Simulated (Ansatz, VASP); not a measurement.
**One calculation of GaMo, two programs**

```xyz
2
Lattice="2.8677 0.0000 0.0000 -1.4338 2.4835 0.0000 0.0000 0.0000 4.3898" Properties=species:S:1:pos:R:3 pbc="T T T"
Ga    0.0000    1.6557    0.0000
Mo    0.0000    0.0000    2.1949
```

Change from the starting cell: species swapped into the MgAl type (P-6m2, No. 187).

Alike in both runs: functional PBE; k mesh 7 × 7 × 4; occupations gaussian, width 0.2 eV; no spin polarisation.

Ansatz relaxed the structure, and its values are those at the end. VASP's run is a single point on that final structure, the one shown.

```csv
,VASP,Ansatz
version,VASP 6.6.1,Ansatz 0.2.0
potentials or method,"VASP PAW PBE potentials, release 64 (Ga_d, Mo_sv), cutoff 520 eV","scalar-relativistic, plane waves, PAW"
valence electrons in the cell,27,27
```

```tsv
	VASP	Ansatz	Ansatz less VASP
gap on the k mesh at the Fermi level (eV)	none	none	-
pressure (GPa)	0.5	0.1	-0.38
```

A gap of «none» marks a metal or a gap that the smearing closes. With one functional, cell and mesh, what is left measures potentials, basis and numerics.

The k mesh is coarse, so the values compare programs but aren't converged.
